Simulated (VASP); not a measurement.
A run of VASP 6.6.1 is set up as follows.

Contents of INCAR:

```
PREC     = Accurate       # precision mode
ENCUT    = 520            # plane-wave cutoff, eV
EDIFF    = 1E-7           # SCF threshold, eV
ISMEAR   = 0              # smearing method
SIGMA    = 0.02           # smearing width, eV
LREAL    = False          # projectors in reciprocal space
LASPH    = True           # aspherical terms in the spheres
NELM     = 80             # most SCF steps
ALGO     = Normal         # electronic algorithm
ISIF     = 2              # what is computed and relaxed
LWAVE    = False          # write WAVECAR
LCHARG   = False          # write CHGCAR
GGA      = PE             # functional
IVDW     = 12             # dispersion correction
NBANDS   = 16             # bands
```

The input KPOINTS:

```
Automatic mesh
0
Gamma
  8 12 8
```

File POSCAR:

```
C
1.0
    4.0986286759      0.0000000000      0.0000000000
    0.0000000000      2.3663264856      0.0000000000
   -1.3619340167      0.0000000000      3.4549202602
C
4
Direct
    0.8333952644      0.0000000000      0.0001982332
    0.6666047356      0.5000000000      0.9998017668
    0.3333952644      0.5000000000      0.0001982332
    0.1666047356      0.0000000000      0.9998017668
```

Potentials or basis: VASP PAW PBE potentials, release 64 (C).

Command:

```console
$ cat potpaw_PBE.64/C/POTCAR > POTCAR
$ mpirun -np 1 vasp_std > vasp.out
```

Problem. What does it give for the largest force?

Solution. 0.007 eV/Å.

Problem. Estimate the dispersion energy per atom.

Solution. -0.145 eV.

Stress tensor (GPa, compression positive):
```
63.26  0.00  0.00
 0.00 63.16  0.00
 0.00  0.00 -1.09
```

Caveat: the cell differs from its parent crystal (biaxial strain in the a-b plane: -4.0 %); the stress differs along the axes, from -1 to 63 GPa.
